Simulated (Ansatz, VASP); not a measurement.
# One calculation of P, two programs

```
CELL_PARAMETERS angstrom
3.44900 0.00000 0.00000
-1.72450 2.98692 0.00000
0.00000 0.00000 28.00000
ATOMIC_POSITIONS crystal
P 0.33333 0.66667 0.50000
P 0.66667 0.33333 0.50000
```

Alike in both runs: task single point; functional PBE; dispersion D3(BJ); k mesh 9 × 9 × 1; occupations gaussian, width 0.02 eV; no spin polarisation.

```csv
,VASP,Ansatz
version,VASP 6.6.1,Ansatz 0.2.0
potentials or method,"VASP PAW PBE potentials, release 64 (P), cutoff 520 eV","scalar-relativistic, plane waves, PAW"
valence electrons in the cell,10,10
```

Ansatz gave:

| Property | Result |
| --- | --- |
| gap on the k mesh at the Fermi level (eV) | none |
| work function, face that differs most (eV) | 4.29 |

**Question.** Estimate VASP's values.

**Answer.** gap on the k mesh at the Fermi level (eV): none; work function, face that differs most (eV): 4.31.

A gap of «none» marks a metal or a gap that the smearing closes.
